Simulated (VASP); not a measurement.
# AlP (F-43m) in VASP: density of states with PBE

Aim: the density of states of AlP with PBE.

All numbers are computed with VASP 6.6.1; they aren't measurements. Logs are shortened: lines on timing, memory, paths and dates and some standing lists are left out, and cuts for length are marked.

### 1 The cell of the first run

Symmetry: F-43m, No. 216, cubic system. Conventional cell: a = 5.451 Å, b = 5.451 Å, c = 5.451 Å, α = 90.00°, β = 90.00°, γ = 90.00°. Al (site symmetry -43m) has 4 P at 2.36 Å within 3.1 Å. Within 3.1 Å of P (site symmetry -43m) lie 4 Al at 2.36 Å.

### 2 Density of states, PBE

Contents of POSCAR:

```
AlP
1.0
    0.0000000000      2.7255000000      2.7255000000
    2.7255000000      0.0000000000      2.7255000000
    2.7255000000      2.7255000000      0.0000000000
Al P
1 1
Direct
    0.0000000000      0.0000000000      0.0000000000
    0.2500000000      0.2500000000      0.2500000000
```

Contents of INCAR.step1:

```
SYSTEM = AlP
PREC = Accurate ; ENCUT = 400
EDIFF = 1E-6 ; ISMEAR = -1
SIGMA = 0.01 ; LREAL = .False.
LASPH = .True. ; NELM = 120
ALGO = Normal ; ISIF = 2
LWAVE = .False. ; LCHARG = .True.
GGA = PE ; NBANDS = 11
GGA_COMPAT = .False. ; NEDOS = 2001
LORBIT = 11
```

Contents of KPOINTS.step1:

```
regular mesh
0
Gamma
  6 6 6
  0 0 0
```

Contents of INCAR.step2:

```
SYSTEM = AlP
PREC = Accurate ; ENCUT = 400
EDIFF = 1E-6 ; ISMEAR = -5
SIGMA = 0.01 ; LREAL = .False.
LASPH = .True. ; NELM = 120
ALGO = Normal ; ISIF = 2
LWAVE = .False. ; LCHARG = .False.
GGA = PE ; LORBIT = 11
NEDOS = 1001 ; ICHARG = 11
GGA_COMPAT = .False.
```

Contents of KPOINTS.step2:

```
regular mesh
0
Gamma
  9 9 9
  0 0 0
```

Potentials or basis: VASP PAW PBE potentials, release 64 (Al, P).

Run with:

```
$ cat potpaw_PBE.64/Al/POTCAR potpaw_PBE.64/P/POTCAR > POTCAR
$ cp INCAR.step1 INCAR
$ cp KPOINTS.step1 KPOINTS
$ mpirun -np 1 vasp_std > vasp.out
$ cp INCAR.step2 INCAR
$ cp KPOINTS.step2 KPOINTS
$ mpirun -np 1 vasp_std > vasp.out
```

OUTCAR:

```text
SYSTEM = AlP
   PREC = Accurate
   ENCUT = 400
   EDIFF = 1E-6
   ISMEAR = -5
   LREAL = .False.
   LASPH = .True.
   NELM = 120
   ISIF = 2
   GGA = PE
   LORBIT = 11
   ICHARG = 11

 ion  position               nearest neighbor table
   1  0.000  0.000  0.000-   2 2.36   2 2.36   2 2.36   2 2.36
   2  0.250  0.250  0.250-   1 2.36   1 2.36   1 2.36   1 2.36

  LATTYP: Found a face centered cubic cell.
 ALAT       =     5.4510000000

  Lattice vectors:

 A1 = (   0.0000000000,   2.7255000000,   2.7255000000)
 A2 = (   2.7255000000,   0.0000000000,   2.7255000000)
 A3 = (   2.7255000000,   2.7255000000,   0.0000000000)

Analysis of symmetry for initial positions (statically):
=====================================================================
 Subroutine PRICEL returns:
 Original cell was already a primitive cell.

 Routine SETGRP: Setting up the symmetry group for a
 face centered cubic supercell.

 Subroutine GETGRP returns: Found 24 space group operations
 (whereof 24 operations were pure point group operations)
 out of a pool of 48 trial point group operations.

The static configuration has the point symmetry T_d .

Analysis of symmetry for dynamics (positions and initial velocities):
=====================================================================
 Subroutine PRICEL returns:
 Original cell was already a primitive cell.

 Routine SETGRP: Setting up the symmetry group for a
 face centered cubic supercell.

 Subroutine GETGRP returns: Found 24 space group operations
 (whereof 24 operations were pure point group operations)
 out of a pool of 48 trial point group operations.

The dynamic configuration has the point symmetry T_d .

 Subroutine INISYM returns: Found 24 space group operations
 (whereof 24 operations are pure point group operations),
 and found     1 'primitive' translations

----------------------------------------------------------------------------------------

                                     Primitive cell

  volume of cell :      40.4919

  direct lattice vectors                    reciprocal lattice vectors
     0.000000000  2.725500000  2.725500000    -0.183452578  0.183452578  0.183452578
     2.725500000  0.000000000  2.725500000     0.183452578 -0.183452578  0.183452578
     2.725500000  2.725500000  0.000000000     0.183452578  0.183452578 -0.183452578

  length of vectors
     3.854439064  3.854439064  3.854439064     0.317749185  0.317749185  0.317749185

  position of ions in fractional coordinates (direct lattice)
     0.000000000  0.000000000  0.000000000
     0.250000000  0.250000000  0.250000000

  ion indices of the primitive-cell ions
   primitive index   ion index
                 1           1
                 2           2

----------------------------------------------------------------------------------------

 KPOINTS: regular mesh

Automatic generation of k-mesh.
 Grid dimensions read from file:
 generate k-points for:    9    9    9

 Generating k-lattice:

  Cartesian coordinates                     Fractional coordinates (reciprocal lattice)
    -0.020383620  0.020383620  0.020383620     0.111111111  0.000000000  0.000000000
     0.020383620 -0.020383620  0.020383620     0.000000000  0.111111111  0.000000000
     0.020383620  0.020383620 -0.020383620     0.000000000  0.000000000  0.111111111

  Length of vectors
     0.035305465  0.035305465  0.035305465

  Shift w.r.t. Gamma in fractional coordinates (k-lattice)
     0.000000000  0.000000000  0.000000000

 TETIRR: Found    115 inequivalent tetrahedra from     4374

 Subroutine IBZKPT returns following result:
 ===========================================

 Found     35 irreducible k-points:

 Following reciprocal coordinates:
            Coordinates               Weight
  0.000000  0.000000  0.000000      1.000000
  0.111111  0.000000  0.000000      8.000000
  0.222222  0.000000  0.000000      8.000000
  0.333333  0.000000  0.000000      8.000000
  0.444444  0.000000  0.000000      8.000000
  0.111111  0.111111  0.000000      6.000000
[... 16 lines left out ...]
 -0.333333  0.333333  0.000000     12.000000
  0.444444  0.444444  0.000000      6.000000
 [... further k-points ...]
   k-points           NKPTS =     35   k-points in BZ     NKDIM =     35   number of bands    NBANDS=      8
   number of dos      NEDOS =   1001   number of ions     NIONS =      2
   total plane-waves  NPLWV =  21952
   dimension x,y,z NGX =    28 NGY =   28 NGZ =   28
   dimension x,y,z NGXF=    56 NGYF=   56 NGZF=   56
   ions per type =               1   1
   NGX,Y,Z   is equivalent  to a cutoff of  12.08, 12.08, 12.08 a.u.
   NGXF,Y,Z  is equivalent  to a cutoff of  24.15, 24.15, 24.15 a.u.
 SYSTEM =  AlP
   PREC   = accura    normal or accurate (medium, high low for compatibility)
   ISTART =      0    job   : 0-new  1-cont  2-samecut
   ICHARG =     11    charge: 1-file 2-atom 10-const
   ISPIN  =      1    spin polarized calculation?
   LNONCOLLINEAR =      F non collinear calculations
   LSORBIT =      F    spin-orbit coupling
   LASPH  =      T    aspherical Exc in radial PAW
   ENCUT  =  400.0 eV  29.40 Ry    5.42 a.u.   6.29  6.29  6.29*2*pi/ulx,y,z
   NELM   =    120;   NELMIN=  2; NELMDL=  0     # of ELM steps
   EDIFF  = 0.1E-05   stopping-criterion for ELM
   LREAL  =      F    real-space projection
   EDIFFG = 0.1E-04   stopping-criterion for IOM
   NSW    =      0    number of steps for IOM
   IBRION =     -1    ionic relax: 0-MD 1-quasi-New 2-CG
   NFREE  =      0    steps in history (QN), initial steepest desc. (CG)
   ISIF   =      2    stress and relaxation
   ISYM   =      2    0-nonsym 1-usesym 2-fastsym
   POTIM  = 0.5000    time-step for ionic-motion
   TEBEG  =    0.0;   TEEND  =   0.0 temperature during run
   PSTRESS=    0.0 pullay stress
   NELECT =       8.0000    total number of electrons
   NUPDOWN=      -1.0000    fix difference up-down
   EMIN   =  10.00;   EMAX   =-10.00  energy-range for DOS
   EFERMI =   0.00;   METHOD = LEGACY
   ISMEAR =    -5;   SIGMA  =   0.01  broadening in eV -4-tet -1-fermi 0-gaus
   EFERMI_NEDOS =   21; number of points for ismear=-14 and -15
   IALGO  =     38    algorithm
   IMIX   =      4    mixing-type and parameters
     AMIX     =   0.40;   BMIX     =  1.00
     AMIX_MAG =   1.60;   BMIX_MAG =  1.00
  volume/ion in A,a.u.               =      20.25       136.63
  Fermi-wavevector in a.u.,A,eV,Ry     =   0.953488  1.801831 12.369596  0.909140
  Thomas-Fermi vector in A             =   2.082148
   LORBIT       =     11    0 simple, 1 ext, 2 COOP (PROOUT), +10 PAW based schemes
   GGA     = PE    functional components
   LHFCALC =     F    Hartree Fock is set to
   AEXX    =    0.0000 exact exchange contribution
   IVDW    =     0    specifies the selected vdW correction
   LEPSILON=     F    determine dielectric tensor
   LRPA    =     F    only Hartree local field effects (RPA)
 non-spin polarized calculation
 Fermi weights with tetrahedron method with Bloechl corrections
  energy-cutoff  :      400.00
  volume of cell :       40.49
 maximum number of plane-waves:       751
 NGX is ok and might be reduce to    28

 number of electron       8.0000000 magnetization

 Free energy of the ion-electron system (eV)
  ---------------------------------------------------
  ext. energy  EPLUGINS =         0.00000000
  ---------------------------------------------------
  free energy    TOTEN  =       -10.36698315 eV

  energy without entropy =      -10.36698315  energy(sigma->0) =      -10.36698315

 E-fermi :   4.6398     XC(G=0):  -9.2261

 val. band max:        4.6309061515   @ k =   0.0000   0.0000   0.0000
 cond. band min:       6.2760708518   @ k =   0.4444   0.4444   0.0000
 fundamental gap:      1.6451647003
 Fermi energy:         4.6398371492

 k-point     1 :       0.0000    0.0000    0.0000
  band No.  band energies     occupation
      1      -6.9037      2.00000
      2       4.6309      2.00000
      3       4.6309      2.00000
      4       4.6309      2.00000
      5       7.9785      0.00000
      6       9.1963      0.00000
      7       9.1963      0.00000
      8       9.1963      0.00000

 k-point     2 :       0.1111    0.0000    0.0000
  band No.  band energies     occupation
      1      -6.7663      2.00000
      2       3.6133      2.00000
      3       4.5103      2.00000
      4       4.5103      2.00000
      5       8.3759      0.00000
      6       9.4300      0.00000
      7       9.4300      0.00000
      8       9.5851      0.00000

 k-point     3 :       0.2222    0.0000    0.0000
  band No.  band energies     occupation
      1      -6.3732      2.00000
      2       1.8759      2.00000
      3       4.2522      2.00000
      4       4.2522      2.00000
      5       8.0822      0.00000
      6       9.7678      0.00000
      7       9.7678      0.00000
      8      11.1789      0.00000

 k-point     4 :       0.3333    0.0000    0.0000
  band No.  band energies     occupation
      1      -5.8040      2.00000
      2       0.2790      2.00000
      3       4.0144      2.00000
      4       4.0144      2.00000
      5       7.7021      0.00000
      6       9.6804      0.00000
      7       9.6804      0.00000
      8      12.5926      0.00000

 k-point     5 :       0.4444    0.0000    0.0000
  band No.  band energies     occupation
      1      -5.2965      2.00000
      2      -0.7674      2.00000
      3       3.8813      2.00000
      4       3.8813      2.00000
      5       7.4901      0.00000
      6       9.4800      0.00000
      7       9.4800      0.00000
      8      12.9157      0.00000
[... 177 lines left out ...]
 k-point    22 :      -0.4444    0.3333    0.0000
  band No.  band energies     occupation
      1      -4.6446      2.00000
      2      -0.4017      2.00000
      3       1.4533      2.00000
      4       2.8524      2.00000
      5       7.0182      0.00000
      6       9.3354      0.00000
      7      12.9645      0.00000
      8      12.9687      0.00000

 k-point    23 :      -0.3333    0.3333    0.0000
  band No.  band energies     occupation
      1      -4.7097      2.00000
      2      -0.2795      2.00000
      3       1.0835      2.00000
      4       3.1555      2.00000
      5       7.4570      0.00000
      6      11.0445      0.00000
      7      12.2285      0.00000
      8      12.4647      0.00000

 k-point    24 :       0.4444    0.4444    0.0000
  band No.  band energies     occupation
      1      -4.6738      2.00000
      2      -0.5156      2.00000
      3       2.5598      2.00000
      4       2.5598      2.00000
      5       6.2761      0.00000
      6       7.1707      0.00000
      7      15.0610      0.00000
      8      15.0615      0.00000

 [... further k-points ...]
[... 5 lines left out ...]
  --------------------------------------------------------------------------------------
  -------------------------------------------------------------------------------------
  Total        0.6359150      0.6359150      0.6359150      0.0000000      0.0000000     -0.0000000
  in kB       25.1617634     25.1617634     25.1617634      0.0000000      0.0000000     -0.0000000
  external PRESSURE =      25.1617634 kB  Pullay stress =       0.0000000 kB

 VOLUME and BASIS-vectors are now :
 -----------------------------------------------------------------------------
  energy-cutoff  :      400.00
  volume of cell :       40.49
      direct lattice vectors                 reciprocal lattice vectors
     0.000000000  2.725500000  2.725500000    -0.183452578  0.183452578  0.183452578
     2.725500000  0.000000000  2.725500000     0.183452578 -0.183452578  0.183452578
     2.725500000  2.725500000  0.000000000     0.183452578  0.183452578 -0.183452578

 POSITION                                       TOTAL-FORCE (eV/Angst)
 -----------------------------------------------------------------------------------
      0.00000      0.00000      0.00000        -0.000000     -0.000000     -0.000000
      1.36275      1.36275      1.36275         0.000000      0.000000      0.000000
 -----------------------------------------------------------------------------------
    total drift:                               -0.000000     -0.000000      0.000000

  FREE ENERGIE OF THE ION-ELECTRON SYSTEM (eV)
  ---------------------------------------------------
  free  energy   TOTEN  =       -10.3669831523 eV

  energy  without entropy=      -10.3669831523  energy(sigma->0) =      -10.36698315

 total charge

# of ion       s       p       d       tot
------------------------------------------
    1        0.396   0.388   0.000   0.784
    2        1.010   1.599   0.000   2.609
--------------------------------------------------
tot          1.406   1.988   0.000   3.394
```

It took 6.3 s on 1 thread of Intel Xeon 6975P-C (Granite Rapids), shared host; peak memory 0.15 GiB.

What came out:

* Valence electrons inside the program's atomic spheres: Al 0.78; P 2.61
